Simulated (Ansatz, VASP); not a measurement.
One calculation of HfGe3, two programs

The input INCAR:

```
PREC = Accurate
ENCUT = 600
EDIFF = 1E-6
ISMEAR = 0
SIGMA = 0.1
LREAL = F
LASPH = T
NELM = 100
ALGO = Fast
ISIF = 3
LWAVE = F
LCHARG = F
GGA = PE
IBRION = 2
NSW = 100
EDIFFG = -0.01
```

KPOINTS

```
Automatic mesh
0
Gamma
  10 10 10
```

File POSCAR:

```
HfGe3
1.0
    5.1944752854      0.0000000000      0.0000000000
    0.0000000000      5.1944752854      0.0000000000
    0.0000000000      0.0000000000      5.1944752854
Hf Ge
1 3
Direct
    0.0000000000      0.0000000000      0.0000000000
    0.5000000000      0.0000000000      0.0000000000
    0.0000000000      0.5000000000      0.0000000000
    0.0000000000      0.0000000000      0.5000000000
```

Input for Ansatz:

```yaml
crystal:
  lattice:
    - [5.1944752854, 0.0, 0.0]
    - [0.0, 5.1944752854, 0.0]
    - [0.0, 0.0, 5.1944752854]
  atoms:
    - { symbol: Hf, position: [0.0, 0.0, 0.0] }
    - { symbol: Ge, position: [0.5, 0.0, 0.0] }
    - { symbol: Ge, position: [0.0, 0.5, 0.0] }
    - { symbol: Ge, position: [0.0, 0.0, 0.5] }
basis:
  ecutwfc: 420
kpoints:
  mp_grid: { grid: [10, 10, 10] }
hamiltonian:
  xc: pbe
scf:
  occupations: { method: gaussian, width: 0.1 }
output:
  forces: true
  stress: true
  eigenvalues: true
  write_density: true
  write_potential: true
  elf: true
  volumetric_format: npy
relax:
  adjacent_minimum: "off"
  f_tol: 0.01
  max_steps: 80
  cell: { stress_tol: 0.05 }
```

Alike in both runs: task relaxation of cell and atoms; functional PBE; k mesh 10 × 10 × 10; occupations gaussian, width 0.1 eV; no spin polarisation.

|  | VASP | Ansatz |
| --- | --- | --- |
| version | VASP 6.6.1 | Ansatz 0.2.0 |
| potentials or method | VASP PAW PBE potentials, release 64 (Hf_pv, Ge_d), cutoff 600 eV | scalar-relativistic, plane waves, PAW |
| valence electrons in the cell | 52 | 68 |

|  | VASP | Ansatz | Ansatz less VASP |
| --- | --- | --- | --- |
| gap on the k mesh at the Fermi level, each at its own relaxed structure (eV) | none | none | - |
| relaxed volume (Å³/atom) | 35.16 | 35.12 | -0.039 |
| relaxed length of the cell vector where the two differ most in proportion (Å) | 5.200 | 5.199 | -0.0019 |

A gap of «none» marks a metal or a gap that the smearing closes. VASP's potentials hold 52 valence electrons a cell and Ansatz's 68, so a difference there can come from the potentials and not from the codes.

Neither program's run includes spin-orbit coupling.
